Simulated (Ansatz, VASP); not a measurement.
# One calculation of CdF2, two programs

File INCAR:

```
SYSTEM = CdF2
PREC = Accurate
ENCUT = 520
EDIFF = 1E-8
ISMEAR = -1
SIGMA = 0.02
LREAL = .False.
LASPH = .True.
NELM = 80
ALGO = Normal
ISIF = 2
LWAVE = .False.
LCHARG = .False.
LEFG = .True.
NBANDS = 20
```

The input KPOINTS:

```
regular mesh
0
Gamma
  8 8 8
  0 0 0
```

Contents of POSCAR:

```
CdF2
1.0
    0.0538800000      2.7209400000      2.7209400000
    2.7209400000      0.0538800000      2.7209400000
    2.7209400000      2.7209400000      0.0538800000
Cd F
1 2
Direct
    0.0000000000      0.0000000000      0.0000000000
    0.2500000000      0.2500000000      0.2500000000
    0.7500000000      0.7500000000      0.7500000000
```

Input for Ansatz:

```yaml
crystal:
  lattice:
    - [0.05388, 2.72094, 2.72094]
    - [2.72094, 0.05388, 2.72094]
    - [2.72094, 2.72094, 0.05388]
  atoms:
    - { symbol: Cd, position: [0.0, 0.0, 0.0] }
    - { symbol: F, position: [0.25, 0.25, 0.25] }
    - { symbol: F, position: [0.75, 0.75, 0.75] }
kpoints:
  mp_grid: { grid: [8, 8, 8] }
scf:
  occupations: { method: fermi_dirac, width: 0.02 }
hamiltonian:
  xc: lda
  pseudopotentials: { kind: paw }
output:
  forces: true
  stress: true
  eigenvalues: true
  efg: { contact_densities: true }
```

Change from the starting cell: equal xy, yz and zx shear strains of +2 %, PAW files.

Alike in both runs: task electric field gradients; functional LDA; k mesh 8 × 8 × 8; occupations fermi-dirac, width 0.02 eV; no spin polarisation.

|  | VASP | Ansatz |
| --- | --- | --- |
| version | VASP 6.6.1 | Ansatz 0.2.0 |
| potentials or method | VASP PAW LDA potentials, release 64 (Cd, F) | PAW with Ansatz's default frozen-core files, scalar-relativistic |
| plane-wave cutoff (eV) | 520 | 420 |
| valence electrons in the cell | 26 | 34 |

|  | VASP | Ansatz | Ansatz less VASP |
| --- | --- | --- | --- |
| gap on the k mesh at the Fermi level (eV) | 2.80 | 2.82 | +0.014 |
| pressure (GPa) | -4.6 | -5.6 | -0.98 |
| traceless stress, the component that is largest in VASP (GPa) | -0.45 | -0.36 | +0.087 |
| rms of the force components (eV/Å) | 0.022 | 0.014 | -0.0076 |
| size of Vzz on the site where it differs most (V/Å²) | 19.2 | 17.5 | -1.67 |

LDA's correlation is that of Perdew and Zunger in VASP and of Perdew and Wang (1992) in Ansatz. Atom by atom the forces differ by 0.008 eV/Å (rms over components). VASP's potentials hold 26 valence electrons a cell and Ansatz's 34, so a difference there can come from the potentials and not from the codes.
